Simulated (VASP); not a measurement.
# Rb (Fm-3m) in VASP: single point with PBE+D3(BJ)

Aim: the single point of Rb with PBE+D3(BJ).

All numbers are computed with VASP 6.6.1; they aren't measurements. Logs are shortened: lines on timing, memory, paths and dates and some standing lists are left out, and cuts for length are marked.

**1. The cell of the first run**

Symmetry: Fm-3m, No. 225, cubic system. Conventional cell: a = 7.013 Å, b = 7.013 Å, c = 7.013 Å, α = 90.00°, β = 90.00°, γ = 90.00°.

This isn't the form of Rb at room conditions, which is bcc.

**2. Single point, PBE+D3(BJ)**

Contents of INCAR:

```
SYSTEM = Rb
PREC     = Accurate       ! precision mode
ENCUT    = 520            ! plane-wave cutoff, eV
EDIFF    = 1E-6           ! SCF threshold, eV
ISMEAR   = 0              ! smearing method
SIGMA    = 0.1            ! smearing width, eV
LREAL    = .False.        ! projectors in reciprocal space
LASPH    = .True.         ! aspherical terms in the spheres
NELM     = 60             ! most SCF steps
ALGO     = Fast           ! electronic algorithm
ISIF     = 2              ! what is computed and relaxed
LWAVE    = .False.        ! write WAVECAR
LCHARG   = .False.        ! write CHGCAR
GGA      = PE             ! functional
IVDW     = 12             ! dispersion correction
NBANDS   = 46             ! bands
```

Contents of KPOINTS:

```
regular mesh
0
Gamma
  6 6 6
  0 0 0
```

Contents of POSCAR:

```
Rb
1.0
    7.0130654312      0.0000000000      7.0130654312
    7.0130654312      7.0130654312      0.0000000000
    0.0000000000      7.0130654312      7.0130654312
Rb
8
Direct
    0.0000000000      0.0000000000      0.0000000000
    0.0000000000      0.5000000000      0.0000000000
    0.5000000000      0.0000000000      0.0000000000
    0.5000000000      0.5000000000      0.0000000000
    0.0000000000      0.0000000000      0.5000000000
    0.0000000000      0.5000000000      0.5000000000
    0.5000000000      0.0000000000      0.5000000000
    0.5000000000      0.5000000000      0.5000000000
```

Potentials or basis: VASP PAW PBE potentials, release 64 (Rb_sv).

On the command line:

```console
$ cat potpaw_PBE.64/Rb_sv/POTCAR > POTCAR
$ mpirun -np 1 vasp_std > vasp.out
```

OUTCAR:

```text
SYSTEM = Rb
   PREC = Accurate
   ENCUT = 520
   EDIFF = 1E-6
   ISMEAR = 0
   LREAL = .False.
   LASPH = .True.
   NELM = 60
   ISIF = 2
   GGA = PE
   IVDW = 12
 IVDW          = 12

 ion  position               nearest neighbor table
   1  0.000  0.000  0.000-   2 4.96   3 4.96   5 4.96   5 4.96   6 4.96   7 4.96   2 4.96   4 4.96
                             6 4.96   3 4.96   4 4.96   7 4.96
   2  0.000  0.500  0.000-   1 4.96   4 4.96   6 4.96   5 4.96   6 4.96   8 4.96   1 4.96   3 4.96
                             5 4.96   3 4.96   4 4.96   8 4.96
   3  0.500  0.000  0.000-   1 4.96   4 4.96   7 4.96   5 4.96   7 4.96   8 4.96   2 4.96   4 4.96
                             8 4.96   1 4.96   2 4.96   5 4.96
   4  0.500  0.500  0.000-   2 4.96   3 4.96   8 4.96   6 4.96   7 4.96   8 4.96   1 4.96   3 4.96
                             7 4.96   1 4.96   2 4.96   6 4.96
   5  0.000  0.000  0.500-   1 4.96   6 4.96   7 4.96   1 4.96   2 4.96   3 4.96   2 4.96   6 4.96
                             8 4.96   3 4.96   7 4.96   8 4.96
   6  0.000  0.500  0.500-   2 4.96   5 4.96   8 4.96   1 4.96   2 4.96   4 4.96   1 4.96   5 4.96
                             7 4.96   4 4.96   7 4.96   8 4.96
   7  0.500  0.000  0.500-   3 4.96   5 4.96   8 4.96   1 4.96   3 4.96   4 4.96   4 4.96   6 4.96
                             8 4.96   1 4.96   5 4.96   6 4.96
   8  0.500  0.500  0.500-   4 4.96   6 4.96   7 4.96   2 4.96   3 4.96   4 4.96   3 4.96   5 4.96
                             7 4.96   2 4.96   5 4.96   6 4.96

  LATTYP: Found a face centered cubic cell.
 ALAT       =    14.0261308624

  Lattice vectors:

 A1 = (   7.0130654312,   0.0000000000,   7.0130654312)
 A2 = (   7.0130654312,   7.0130654312,   0.0000000000)
 A3 = (   0.0000000000,   7.0130654312,   7.0130654312)

Analysis of symmetry for initial positions (statically):
=====================================================================
 Subroutine PRICEL returns following result:

  LATTYP: Found a face centered cubic cell.
 ALAT       =     7.0130654312

  Lattice vectors:

 A1 = (   3.5065327156,   0.0000000000,   3.5065327156)
 A2 = (   3.5065327156,   3.5065327156,   0.0000000000)
 A3 = (   0.0000000000,   3.5065327156,   3.5065327156)

   8 primitive cells build up your supercell.

 Routine SETGRP: Setting up the symmetry group for a
 face centered cubic supercell.

 Subroutine GETGRP returns: Found 48 space group operations
 (whereof 48 operations were pure point group operations)
 out of a pool of 48 trial point group operations.

The static configuration has the point symmetry O_h .

Analysis of symmetry for dynamics (positions and initial velocities):
=====================================================================
 Subroutine PRICEL returns following result:

  LATTYP: Found a face centered cubic cell.
 ALAT       =     7.0130654312

  Lattice vectors:

 A1 = (   3.5065327156,   0.0000000000,   3.5065327156)
 A2 = (   3.5065327156,   3.5065327156,   0.0000000000)
 A3 = (   0.0000000000,   3.5065327156,   3.5065327156)

   8 primitive cells build up your supercell.

 Routine SETGRP: Setting up the symmetry group for a
 face centered cubic supercell.

 Subroutine GETGRP returns: Found 48 space group operations
 (whereof 48 operations were pure point group operations)
 out of a pool of 48 trial point group operations.

The dynamic configuration has the point symmetry O_h .

 Subroutine INISYM returns: Found 48 space group operations
 (whereof 48 operations are pure point group operations),
 and found     8 'primitive' translations

----------------------------------------------------------------------------------------

                                     Primitive cell

  volume of cell :      86.2311

  direct lattice vectors                    reciprocal lattice vectors
     3.506532716  0.000000000  3.506532716     0.142590998 -0.142590998  0.142590998
     3.506532716  3.506532716  0.000000000     0.142590998  0.142590998 -0.142590998
     0.000000000  3.506532716  3.506532716    -0.142590998  0.142590998  0.142590998

  length of vectors
     4.958986123  4.958986123  4.958986123     0.246974854  0.246974854  0.246974854

  position of ions in fractional coordinates (direct lattice)
     0.000000000  0.000000000  0.000000000

  ion indices of the primitive-cell ions
   primitive index   ion index
                 1           1

----------------------------------------------------------------------------------------

 KPOINTS: regular mesh

Automatic generation of k-mesh.
 Grid dimensions read from file:
 generate k-points for:    6    6    6

 Generating k-lattice:

  Cartesian coordinates                     Fractional coordinates (reciprocal lattice)
     0.011882583 -0.011882583  0.011882583     0.166666667  0.000000000  0.000000000
     0.011882583  0.011882583 -0.011882583     0.000000000  0.166666667  0.000000000
    -0.011882583  0.011882583  0.011882583     0.000000000  0.000000000  0.166666667

  Length of vectors
     0.020581238  0.020581238  0.020581238

  Shift w.r.t. Gamma in fractional coordinates (k-lattice)
     0.000000000  0.000000000  0.000000000

 Subroutine IBZKPT returns following result:
 ===========================================

 Found     16 irreducible k-points:

 Following reciprocal coordinates:
            Coordinates               Weight
  0.000000  0.000000  0.000000      1.000000
  0.166667  0.000000  0.000000      8.000000
  0.333333  0.000000  0.000000      8.000000
  0.500000  0.000000  0.000000      4.000000
  0.166667  0.166667  0.000000      6.000000
  0.333333  0.166667  0.000000     24.000000
[... 8 lines left out ...]
 -0.333333  0.333333  0.166667     24.000000
 -0.333333  0.500000  0.166667     12.000000
   k-points           NKPTS =     16   k-points in BZ     NKDIM =     16   number of bands    NBANDS=     46
   number of dos      NEDOS =    301   number of ions     NIONS =      8
   total plane-waves  NPLWV = 512000
   dimension x,y,z NGX =    80 NGY =   80 NGZ =   80
   dimension x,y,z NGXF=   160 NGYF=  160 NGZF=  160
   ions per type =               8
   NGX,Y,Z   is equivalent  to a cutoff of  13.41, 13.41, 13.41 a.u.
   NGXF,Y,Z  is equivalent  to a cutoff of  26.82, 26.82, 26.82 a.u.
 SYSTEM =  Rb
   PREC   = accura    normal or accurate (medium, high low for compatibility)
   ISTART =      0    job   : 0-new  1-cont  2-samecut
   ICHARG =      2    charge: 1-file 2-atom 10-const
   ISPIN  =      1    spin polarized calculation?
   LNONCOLLINEAR =      F non collinear calculations
   LSORBIT =      F    spin-orbit coupling
   LASPH  =      T    aspherical Exc in radial PAW
   ENCUT  =  520.0 eV  38.22 Ry    6.18 a.u.  18.44 18.44 18.44*2*pi/ulx,y,z
   NELM   =     60;   NELMIN=  2; NELMDL= -5     # of ELM steps
   EDIFF  = 0.1E-05   stopping-criterion for ELM
   LREAL  =      F    real-space projection
   EDIFFG = 0.1E-04   stopping-criterion for IOM
   NSW    =      0    number of steps for IOM
   IBRION =     -1    ionic relax: 0-MD 1-quasi-New 2-CG
   NFREE  =      0    steps in history (QN), initial steepest desc. (CG)
   ISIF   =      2    stress and relaxation
   ISYM   =      2    0-nonsym 1-usesym 2-fastsym
   POTIM  = 0.5000    time-step for ionic-motion
   TEBEG  =    0.0;   TEEND  =   0.0 temperature during run
   PSTRESS=    0.0 pullay stress
   NELECT =      72.0000    total number of electrons
   NUPDOWN=      -1.0000    fix difference up-down
   EMIN   =  10.00;   EMAX   =-10.00  energy-range for DOS
   EFERMI =   0.00;   METHOD = LEGACY
   ISMEAR =     0;   SIGMA  =   0.10  broadening in eV -4-tet -1-fermi 0-gaus
   EFERMI_NEDOS =   21; number of points for ismear=-14 and -15
   IALGO  =     68    algorithm
   IMIX   =      4    mixing-type and parameters
     AMIX     =   0.40;   BMIX     =  1.00
     AMIX_MAG =   1.60;   BMIX_MAG =  1.00
  volume/ion in A,a.u.               =      86.23       581.92
  Fermi-wavevector in a.u.,A,eV,Ry     =   0.770787  1.456576  8.083395  0.594113
  Thomas-Fermi vector in A             =   1.872066
   LORBIT       =      0    0 simple, 1 ext, 2 COOP (PROOUT), +10 PAW based schemes
   GGA     = PE    functional components
   LHFCALC =     F    Hartree Fock is set to
   AEXX    =    0.0000 exact exchange contribution
   IVDW    =    12    specifies the selected vdW correction
   LEPSILON=     F    determine dielectric tensor
   LRPA    =     F    only Hartree local field effects (RPA)
 non-spin polarized calculation
 RMM-DIIS sequential band-by-band and
 Gauss-broadening in eV      SIGMA  =   0.10
  energy-cutoff  :      520.00
  volume of cell :      689.85
 maximum number of plane-waves:     18643
 NGX is ok and might be reduce to    80
   NGX = 37   NGY = 37   NGZ = 37

 number of electron      72.0000000 magnetization

 Free energy of the ion-electron system (eV)
  ---------------------------------------------------
  ext. energy  EPLUGINS =         0.00000000
  ---------------------------------------------------
  free energy    TOTEN  =        -7.49498516 eV

  energy without entropy =       -7.45972190  energy(sigma->0) =       -7.47735353

 E-fermi :   0.1195     XC(G=0):  -5.5969

 val. band max:        0.1002458301   @ k =   0.1667   0.1667   0.0000
 cond. band min:       0.2128311452   @ k =  -0.3333   0.1667   0.0000
 fundamental gap:      0.1125853151
 Fermi energy:         0.1194704763

 k-point     1 :       0.0000    0.0000    0.0000
  band No.  band energies     occupation
      1     -28.7352      2.00000
      2     -28.7303      2.00000
      3     -28.7303      2.00000
      4     -28.7303      2.00000
      5     -28.7303      2.00000
      6     -28.7287      2.00000
[... 38 lines left out ...]
     45       1.6146      0.00000
     46       1.6146      0.00000

 k-point     2 :       0.1667    0.0000    0.0000
  band No.  band energies     occupation
      1     -28.7349      2.00000
      2     -28.7306      2.00000
      3     -28.7302      2.00000
      4     -28.7302      2.00000
      5     -28.7302      2.00000
      6     -28.7288      2.00000
[... 678 lines left out ...]
 k-point    16 :      -0.3333    0.5000    0.1667
  band No.  band energies     occupation
      1     -28.7317      2.00000
      2     -28.7317      2.00000
      3     -28.7311      2.00000
      4     -28.7311      2.00000
      5     -28.7295      2.00000
      6     -28.7295      2.00000
[... 38 lines left out ...]
     45       1.8602      0.00000
     46       1.8838      0.00000

------------------------ aborting loop because EDIFF is reached ----------------------------------------

 Edisp (eV)   -0.85428

 E8    (eV) :    -0.4886

  FORCE on cell =-STRESS in cart. coord.  units (eV):
  Direction    XX          YY          ZZ          XY          YZ          ZX
  --------------------------------------------------------------------------------------
  -------------------------------------------------------------------------------------
  Total      -0.06743    -0.06743    -0.06743    -0.00000     0.00000     0.00000
  in kB      -0.15660    -0.15660    -0.15660    -0.00000     0.00000     0.00000
  external pressure =       -0.16 kB  Pullay stress =        0.00 kB

 VOLUME and BASIS-vectors are now :
 -----------------------------------------------------------------------------
  energy-cutoff  :      520.00
  volume of cell :      689.85
      direct lattice vectors                 reciprocal lattice vectors
     7.013065431  0.000000000  7.013065431     0.071295499 -0.071295499  0.071295499
     7.013065431  7.013065431  0.000000000     0.071295499  0.071295499 -0.071295499
     0.000000000  7.013065431  7.013065431    -0.071295499  0.071295499  0.071295499

 POSITION                                       TOTAL-FORCE (eV/Angst)
 -----------------------------------------------------------------------------------
      0.00000      0.00000      0.00000        -0.000000      0.000000     -0.000000
      3.50653      3.50653      0.00000         0.000000     -0.000000     -0.000000
      3.50653      0.00000      3.50653        -0.000000     -0.000000      0.000000
      7.01307      3.50653      3.50653         0.000000     -0.000000      0.000000
      0.00000      3.50653      3.50653        -0.000000      0.000000      0.000000
      3.50653      7.01307      3.50653         0.000000     -0.000000      0.000000
      3.50653      3.50653      7.01307        -0.000000      0.000000      0.000000
      7.01307      7.01307      7.01307         0.000000      0.000000     -0.000000
 -----------------------------------------------------------------------------------
    total drift:                                0.000000      0.000000      0.000000

  FREE ENERGIE OF THE ION-ELECTRON SYSTEM (eV)
  ---------------------------------------------------
  free  energy   TOTEN  =        -8.3492654202 eV

  energy  without entropy=       -8.3140021531  energy(sigma->0) =       -8.33163379
```

Run time: 23 min. Hardware: 1 thread of Intel Xeon Platinum 8259CL at 2.50GHz (Skylake/Cascade Lake), shared host; peak memory 1.1 GiB.

What came out:

| Item | Value |
| --- | --- |
| Free energy | -8.3493 eV |
| Pressure | 0.0 GPa |
| Band gap on the k mesh | zero (bands 36 and 37 overlap by 0.58 eV) |
| Dispersion energy per atom | -0.107 eV |

Levels at points of the mesh, in eV from the Fermi level:
```
           k point  band 33  band 34  band 35  band 36  band 37  band 38  band 39  band 40
(0.00, 0.00, 0.00)    -2.03     0.14     0.14     0.14     0.14     0.62     0.62     0.62
(0.50, 0.00, 0.00)    -1.33    -1.33     0.25     0.25     0.25     0.25     0.25     0.25
(0.50, 0.50, 0.00)    -1.10    -1.10    -0.28    -0.28    -0.28    -0.28     1.17     1.17
```

The gap in the log of VASP goes by the Fermi energy; the results here count the filled bands.